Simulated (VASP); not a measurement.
# InP (F-43m) in VASP: notebook, part 2 of 2

VASP 6.6.1.

## Step 3: Single point, r2SCAN50

File POSCAR:

```
InP
1.0
    0.0000000000      2.9537876370      2.9537876370
    2.9537876370      0.0000000000      2.9537876370
    2.9537876370      2.9537876370      0.0000000000
In P
1 1
Direct
    0.0000000000      0.0000000000      0.0000000000
    0.2500000000      0.2500000000      0.2500000000
```

File INCAR.step1:

```
SYSTEM = InP
  PREC = Accurate
  ENCUT = 520
  EDIFF = 1E-5
  ISMEAR = 0
  SIGMA = 0.01
  LREAL = .FALSE.
  LASPH = .TRUE.
  NELM = 100
  ALGO = Normal
  ISIF = 2
  LWAVE = .TRUE.
  GGA = PE
  NBANDS = 16
```

File INCAR.step2:

```
SYSTEM = InP
  PREC = Accurate
  ENCUT = 520
  EDIFF = 1E-7
  ISMEAR = 0
  SIGMA = 0.01
  LREAL = .FALSE.
  LASPH = .TRUE.
  NELM = 100
  ALGO = Normal
  ISIF = 2
  LWAVE = .FALSE.
  LCHARG = .TRUE.
  METAGGA = R2SCAN
  LHFCALC = .TRUE.
  AEXX = 0.5
  LMIXTAU = .TRUE.
  PRECFOCK = Normal
  LELF = .TRUE.
  LVHAR = .TRUE.
  ISTART = 1
  NBANDS = 16
```

File KPOINTS:

```
Automatic mesh
0
G
  4 4 4
  0 0 0
```

Potentials or basis: VASP PAW PBE potentials, release 64 (In_d, P).

Started as:

```sh
cat potpaw_PBE.64/In_d/POTCAR potpaw_PBE.64/P/POTCAR > POTCAR
cp INCAR.step1 INCAR
mpirun -np 1 vasp_std > vasp.out
cp INCAR.step2 INCAR
mpirun -np 1 vasp_std > vasp.out
```

OUTCAR:

```text
SYSTEM = InP
   PREC = Accurate
   ENCUT = 520
   EDIFF = 1E-7
   ISMEAR = 0
   LREAL = .FALSE.
   LASPH = .TRUE.
   NELM = 100
   ISIF = 2
   METAGGA = R2SCAN
   LHFCALC = .TRUE.
   AEXX = 0.5
   PRECFOCK = Normal
   ISTART = 1

 ion  position               nearest neighbor table
   1  0.000  0.000  0.000-   2 2.56   2 2.56   2 2.56   2 2.56
   2  0.250  0.250  0.250-   1 2.56   1 2.56   1 2.56   1 2.56

  LATTYP: Found a face centered cubic cell.
 ALAT       =     5.9075752740

  Lattice vectors:

 A1 = (   0.0000000000,   2.9537876370,   2.9537876370)
 A2 = (   2.9537876370,   0.0000000000,   2.9537876370)
 A3 = (   2.9537876370,   2.9537876370,   0.0000000000)

Analysis of symmetry for initial positions (statically):
=====================================================================
 Subroutine PRICEL returns:
 Original cell was already a primitive cell.

 Routine SETGRP: Setting up the symmetry group for a
 face centered cubic supercell.

 Subroutine GETGRP returns: Found 24 space group operations
 (whereof 24 operations were pure point group operations)
 out of a pool of 48 trial point group operations.

The static configuration has the point symmetry T_d .

Analysis of symmetry for dynamics (positions and initial velocities):
=====================================================================
 Subroutine PRICEL returns:
 Original cell was already a primitive cell.

 Routine SETGRP: Setting up the symmetry group for a
 face centered cubic supercell.

 Subroutine GETGRP returns: Found 24 space group operations
 (whereof 24 operations were pure point group operations)
 out of a pool of 48 trial point group operations.

[... 103 lines left out ...]
     AMIX_MAG =   1.60;   BMIX_MAG =  1.00
  volume/ion in A,a.u.               =      25.77       173.91
  Fermi-wavevector in a.u.,A,eV,Ry     =   1.152860  2.178589 18.083301  1.329085
  Thomas-Fermi vector in A             =   2.289508
   LORBIT       =      0    0 simple, 1 ext, 2 COOP (PROOUT), +10 PAW based schemes
   METAGGA = R2SCAN    functional components
   LHFCALC =     T    Hartree Fock is set to
   PRECFOCK=normal    Normal, Fast or Accurate (Low or Medium for compatibility)
   ENCUT4O =  -1.0   cutoff for four orbital integrals eV
   NKREDX  =     1    reduce k-point grid by
   NKREDY  =     1    reduce k-point grid by
   NKREDZ  =     1    reduce k-point grid by
   AEXX    =    0.5000 exact exchange contribution
   HFSCREEN=    0.0000 screening length (either q_TF or 0.3 A-1)
   HFSCREENC=   0.0000 screening length for correlation (either q_TF or 0.3 A-1)
   ENCUTFOCK=  -1.0 apply spherical cutoff to Coloumb kernel
   IVDW    =     0    specifies the selected vdW correction
   LEPSILON=     F    determine dielectric tensor
   LRPA    =     F    only Hartree local field effects (RPA)
 non-spin polarized calculation
 Gauss-broadening in eV      SIGMA  =   0.01
  energy-cutoff  :      520.00
  volume of cell :       51.54
 maximum number of plane-waves:      1411
  NGX = 24; NGY = 24; NGZ = 24

 number of electron      18.0000009 magnetization

 Free energy of the ion-electron system (eV)
  ---------------------------------------------------
  ext. energy  EPLUGINS =         0.00000000
  ---------------------------------------------------
  free energy    TOTEN  =       -25.51465287 eV

  energy without entropy =      -25.51465287  energy(sigma->0) =      -25.51465287

 E-fermi :   3.4161     XC(G=0):  -5.4933

 val. band max:        3.2901864712   @ k =   0.0000   0.0000   0.0000
 cond. band min:       7.0283400484   @ k =   0.0000   0.0000   0.0000
 fundamental gap:      3.7381535771
 Fermi energy:         3.4161261707

 k-point     1 :       0.0000    0.0000    0.0000
  band No.  band energies     occupation
      1     -14.5317      2.00000
      2     -14.5317      2.00000
      3     -14.5317      2.00000
      4     -14.3628      2.00000
      5     -14.3628      2.00000
      6     -10.6711      2.00000
[... 129 lines left out ...]
      3     -14.4370      2.00000
      4     -14.3836      2.00000
      5     -14.3506      2.00000
      6      -7.8680      2.00000
[... 8 lines left out ...]
     15      18.7320      0.00000
     16      19.1983      0.00000

------------------------ aborting loop because EDIFF is reached ----------------------------------------

  FORCE on cell =-STRESS in cart. coord.  units (eV):
  Direction    XX          YY          ZZ          XY          YZ          ZX
  --------------------------------------------------------------------------------------
  -------------------------------------------------------------------------------------
  Total       -0.8341991     -0.8341991     -0.8341991      0.0000000      0.0000000      0.0000000
  in kB      -25.9305974    -25.9305974    -25.9305974      0.0000000      0.0000000      0.0000000
  external PRESSURE =     -25.9305974 kB  Pullay stress =       0.0000000 kB

 VOLUME and BASIS-vectors are now :
 -----------------------------------------------------------------------------
  energy-cutoff  :      520.00
  volume of cell :       51.54
      direct lattice vectors                 reciprocal lattice vectors
     0.000000000  2.953787637  2.953787637    -0.169274187  0.169274187  0.169274187
     2.953787637  0.000000000  2.953787637     0.169274187 -0.169274187  0.169274187
     2.953787637  2.953787637  0.000000000     0.169274187  0.169274187 -0.169274187

 POSITION                                       TOTAL-FORCE (eV/Angst)
 -----------------------------------------------------------------------------------
      0.00000      0.00000      0.00000         0.000000      0.000000      0.000000
      1.47689      1.47689      1.47689        -0.000000     -0.000000     -0.000000
 -----------------------------------------------------------------------------------
    total drift:                                0.000004      0.000009      0.000002

  FREE ENERGIE OF THE ION-ELECTRON SYSTEM (eV)
  ---------------------------------------------------
  free  energy   TOTEN  =       -25.5146528744 eV

  energy  without entropy=      -25.5146528744  energy(sigma->0) =      -25.51465287
```

OUTCAR.step1:

```text
SYSTEM = InP
   PREC = Accurate
   ENCUT = 520
   EDIFF = 1E-5
   ISMEAR = 0
   LREAL = .FALSE.
   LASPH = .TRUE.
[... 354 lines left out ...]
      0.00000      0.00000      0.00000        -0.000000     -0.000000     -0.000000
      1.47689      1.47689      1.47689         0.000000      0.000000      0.000000
 -----------------------------------------------------------------------------------
    total drift:                               -0.000000     -0.000000     -0.000000

  FREE ENERGIE OF THE ION-ELECTRON SYSTEM (eV)
  ---------------------------------------------------
  free  energy   TOTEN  =        -8.2919987716 eV

  energy  without entropy=       -8.2919987716  energy(sigma->0) =       -8.29199877
```

Run time: 11 min. Hardware: 1 thread of Intel Xeon Platinum 8259CL at 2.50GHz (Skylake/Cascade Lake), shared host; peak memory 0.19 GiB.

What came out:

```
Free energy            : -25.5147 eV
Pressure               : -2.6 GPa
Band gap on the k mesh : 3.74 eV
```

Caveat: the k points lie up to 0.46 Å⁻¹ apart; the PAW data sets were made with another functional, which shifts forces and pressure a little; spin-orbit coupling is left out, which moves the levels of the heavy elements.

## Step 4: Single point, PBE-based global hybrid with 35 % exact exchange

POSCAR is that of step 3.

File INCAR.step1:

```
SYSTEM = InP
PREC = Accurate ; ENCUT = 520
EDIFF = 1E-5 ; ISMEAR = 0
SIGMA = 0.01 ; LREAL = .False.
LASPH = .True. ; NELM = 100
ALGO = Normal ; ISIF = 2
LWAVE = .True. ; LCHARG = .False.
GGA = PE ; NBANDS = 16
```

File INCAR.step2:

```
SYSTEM = InP
PREC = Accurate ; ENCUT = 520
EDIFF = 1E-6 ; ISMEAR = 0
SIGMA = 0.01 ; LREAL = .False.
LASPH = .True. ; NELM = 100
ALGO = Normal ; ISIF = 2
LWAVE = .False. ; LCHARG = .False.
GGA = PE ; LHFCALC = .True.
AEXX = 0.35 ; PRECFOCK = Normal
ISTART = 1 ; NBANDS = 16
```

File KPOINTS:

```
Automatic mesh
0
Gamma
  4 4 4
  0 0 0
```

Potentials or basis: VASP PAW PBE potentials, release 64 (In_d, P).

Started as:

```sh
cat potpaw_PBE.64/In_d/POTCAR potpaw_PBE.64/P/POTCAR > POTCAR
cp INCAR.step1 INCAR
mpirun -np 1 vasp_std > vasp.out
cp INCAR.step2 INCAR
mpirun -np 1 vasp_std > vasp.out
```

OUTCAR:

```text
SYSTEM = InP
   PREC = Accurate
   ENCUT = 520
   EDIFF = 1E-6
   ISMEAR = 0
   LREAL = .False.
   LASPH = .True.
   NELM = 100
   ISIF = 2
   GGA = PE
   LHFCALC = .True.
   AEXX = 0.35
   PRECFOCK = Normal
   ISTART = 1

 ion  position               nearest neighbor table
   1  0.000  0.000  0.000-   2 2.56   2 2.56   2 2.56   2 2.56
   2  0.250  0.250  0.250-   1 2.56   1 2.56   1 2.56   1 2.56

  LATTYP: Found a face centered cubic cell.
 ALAT       =     5.9075752740

[... 329 lines left out ...]

------------------------ aborting loop because EDIFF is reached ----------------------------------------

  FORCE on cell =-STRESS in cart. coord.  units (eV):
  Direction    XX          YY          ZZ          XY          YZ          ZX
  --------------------------------------------------------------------------------------
  -------------------------------------------------------------------------------------
  Total       -0.4136068     -0.4136068     -0.4136068     -0.0000000     -0.0000000      0.0000000
  in kB      -12.8567266    -12.8567266    -12.8567266     -0.0000000     -0.0000000      0.0000000
  external PRESSURE =     -12.8567266 kB  Pullay stress =       0.0000000 kB

 VOLUME and BASIS-vectors are now :
 -----------------------------------------------------------------------------
  energy-cutoff  :      520.00
  volume of cell :       51.54
      direct lattice vectors                 reciprocal lattice vectors
     0.000000000  2.953787637  2.953787637    -0.169274187  0.169274187  0.169274187
     2.953787637  0.000000000  2.953787637     0.169274187 -0.169274187  0.169274187
     2.953787637  2.953787637  0.000000000     0.169274187  0.169274187 -0.169274187

 POSITION                                       TOTAL-FORCE (eV/Angst)
 -----------------------------------------------------------------------------------
      0.00000      0.00000      0.00000         0.000000      0.000000      0.000000
      1.47689      1.47689      1.47689        -0.000000     -0.000000     -0.000000
 -----------------------------------------------------------------------------------
    total drift:                                0.000066      0.000075      0.000038

  FREE ENERGIE OF THE ION-ELECTRON SYSTEM (eV)
  ---------------------------------------------------
  free  energy   TOTEN  =       -11.8947154666 eV

  energy  without entropy=      -11.8947154666  energy(sigma->0) =      -11.89471547
```

OUTCAR.step1:

```text
SYSTEM = InP
   PREC = Accurate
   ENCUT = 520
   EDIFF = 1E-5
   ISMEAR = 0
   LREAL = .False.
   LASPH = .True.
[... 354 lines left out ...]
      0.00000      0.00000      0.00000        -0.000000     -0.000000     -0.000000
      1.47689      1.47689      1.47689         0.000000      0.000000      0.000000
 -----------------------------------------------------------------------------------
    total drift:                               -0.000000     -0.000000     -0.000000

  FREE ENERGIE OF THE ION-ELECTRON SYSTEM (eV)
  ---------------------------------------------------
  free  energy   TOTEN  =        -8.2919987716 eV

  energy  without entropy=       -8.2919987716  energy(sigma->0) =       -8.29199877
```

Wall time 6.5 min (1 thread of Intel Xeon Platinum 8259CL at 2.50GHz (Skylake/Cascade Lake), shared host); peak memory 0.18 GiB.

What came out:

| Quantity | Value |
| --- | --- |
| Free energy | -11.8947 eV |
| Pressure | -1.3 GPa |
| Band gap on the k mesh | 2.74 eV |

Levels at points of the mesh, in eV from the valence-band top:
| k point | band 6 | band 7 | band 8 | band 9 | band 10 | band 11 | band 12 | band 13 |
| --- | --- | --- | --- | --- | --- | --- | --- | --- |
| (0.00, 0.00, 0.00) | -13.11 | 0.00 | 0.00 | 0.00 | 2.74 | 6.31 | 6.31 | 6.31 |
| (0.50, 0.00, 0.00) | -11.25 | -6.37 | -1.07 | -1.07 | 3.56 | 7.05 | 7.05 | 9.40 |
| (0.50, 0.50, 0.00) | -10.54 | -6.38 | -2.56 | -2.56 | 3.67 | 4.33 | 11.83 | 12.35 |

Caveat: the k points lie up to 0.46 Å⁻¹ apart; the PAW data sets were made with another functional, which shifts forces and pressure a little; spin-orbit coupling is left out, which moves the levels of the heavy elements.

## Step 5: Single point, PBE-based screened hybrid with 15 % exact exchange

POSCAR is that of step 4.

File INCAR.step1:

```
ALGO = Normal
EDIFF = 1E-5
ENCUT = 520
GGA = PE
ISIF = 2
ISMEAR = 0
LASPH = True
LREAL = False
LWAVE = True
NBANDS = 16
NELM = 60
PREC = Accurate
SIGMA = 0.01
```

File INCAR.step2:

```
AEXX = 0.15
ALGO = Normal
EDIFF = 1E-7
ENCUT = 520
GGA = PE
HFSCREEN = 0.2078
ISIF = 2
ISMEAR = 0
ISTART = 1
LASPH = True
LCHARG = True
LELF = True
LHFCALC = True
LREAL = False
LVHAR = True
LWAVE = False
NBANDS = 16
NELM = 60
PREC = Accurate
PRECFOCK = Normal
SIGMA = 0.01
```

File KPOINTS:

```
k-points
0
Gamma
  4 4 4
```

Started as:

```sh
cat potpaw_PBE.64/In_d/POTCAR potpaw_PBE.64/P/POTCAR > POTCAR
cp INCAR.step1 INCAR
mpirun -np 1 vasp_std > vasp.out
cp INCAR.step2 INCAR
mpirun -np 1 vasp_std > vasp.out
```

It took 6.2 min on 1 thread of Intel Xeon Platinum 8259CL at 2.50GHz (Skylake/Cascade Lake), shared host; peak memory 0.28 GiB.

Results (log left out):

| Item | Value |
| --- | --- |
| Free energy | -9.2438 eV |
| Pressure | 0.6 GPa |
| Band gap on the k mesh | 1.05 eV |

Levels at points of the mesh, in eV from the valence-band top:
| k point | band 6 | band 7 | band 8 | band 9 | band 10 | band 11 | band 12 | band 13 |
| --- | --- | --- | --- | --- | --- | --- | --- | --- |
| (0.00, 0.00, 0.00) | -12.08 | 0.00 | 0.00 | 0.00 | 1.05 | 4.57 | 4.57 | 4.57 |
| (0.50, 0.00, 0.00) | -10.35 | -5.92 | -0.99 | -0.99 | 1.89 | 5.29 | 5.29 | 7.61 |
| (0.50, 0.50, 0.00) | -9.68 | -5.95 | -2.37 | -2.37 | 2.15 | 2.69 | 9.79 | 10.21 |

Caveat: the k points lie up to 0.46 Å⁻¹ apart; the PAW data sets were made with another functional, which shifts forces and pressure a little; spin-orbit coupling is left out, which moves the levels of the heavy elements.

## Step 6: Single point, PBE-based global hybrid with 10 % exact exchange

POSCAR is that of step 5.

File INCAR.step1:

```
SYSTEM = InP
ALGO = Normal ; EDIFF = 1E-5
ENCUT = 520 ; GGA = PE
ISIF = 2 ; ISMEAR = 0
LASPH = .True. ; LREAL = .False.
LWAVE = .True. ; NBANDS = 16
NELM = 100 ; PREC = Accurate
SIGMA = 0.01
```

File INCAR.step2:

```
SYSTEM = InP
AEXX = 0.1 ; ALGO = Normal
EDIFF = 1E-6 ; ENCUT = 520
GGA = PE ; ISIF = 2
ISMEAR = 0 ; ISTART = 1
LASPH = .True. ; LCHARG = .True.
LELF = .True. ; LHFCALC = .True.
LREAL = .False. ; LVHAR = .True.
LWAVE = .False. ; NBANDS = 16
NELM = 100 ; PREC = Accurate
PRECFOCK = Normal ; SIGMA = 0.01
```

File KPOINTS:

```
k-points
0
Gamma
  4 4 4
  0 0 0
```

Potentials or basis: VASP PAW PBE potentials, release 64 (In_d, P).

Started as:

```sh
cat potpaw_PBE.64/In_d/POTCAR potpaw_PBE.64/P/POTCAR > POTCAR
cp INCAR.step1 INCAR
mpirun -np 1 vasp_std > vasp.out
cp INCAR.step2 INCAR
mpirun -np 1 vasp_std > vasp.out
```

It took 3.7 min on 1 thread of Intel Xeon Platinum 8259CL at 2.50GHz (Skylake/Cascade Lake), shared host; peak memory 0.16 GiB.

Results (log left out):

```yaml
Free_energy: -9.2964 eV
Pressure: 0.6 GPa
Band_gap_on_the_k_mesh: 1.17 eV
```

Levels at points of the mesh, in eV from the valence-band top:
| k point | band 5 | band 6 | band 7 | band 8 | band 9 | band 10 | band 11 | band 12 | band 13 | band 14 |
| --- | --- | --- | --- | --- | --- | --- | --- | --- | --- | --- |
| (0.00, 0.00, 0.00) | -14.74 | -11.87 | 0.00 | 0.00 | 0.00 | 1.17 | 4.69 | 4.69 | 4.69 | 9.14 |
| (0.50, 0.00, 0.00) | -14.73 | -10.16 | -5.85 | -0.98 | -0.98 | 2.01 | 5.42 | 5.42 | 7.71 | 10.09 |
| (0.50, 0.50, 0.00) | -14.71 | -9.51 | -5.89 | -2.35 | -2.35 | 2.31 | 2.83 | 9.85 | 10.25 | 10.25 |

Caveat: the k points lie up to 0.46 Å⁻¹ apart; the PAW data sets were made with another functional, which shifts forces and pressure a little; spin-orbit coupling is left out, which moves the levels of the heavy elements.

## Step 7: Summary

```csv
level,share of exact exchange,screening parameter,gap on the mesh (eV),pressure (GPa)
HSE06,0.25,0.2079 1/Å,1.39,-0.2
r2SCAN50,0.5,-,3.74,-2.6
PBE-based global hybrid with 35 % exact exchange,0.35,-,2.74,-1.3
PBE-based screened hybrid with 15 % exact exchange,0.15,0.2078 1/Å,1.05,0.6
PBE-based global hybrid with 10 % exact exchange,0.1,-,1.17,0.6
```

Alike in all rows: task single point; potentials or basis VASP PAW PBE potentials, release 64 (In_d, P); no spin polarisation; cell as given; k mesh 4 × 4 × 4; cutoff (eV) 520; smearing gaussian 0.01 eV.

Caveats: all runs use coarse meshes; the PAW data sets were made with another functional, which shifts forces and pressure a little; spin-orbit coupling is left out, which moves the levels of the heavy elements.

Absolute energies hang on the potentials; compare differences alone.
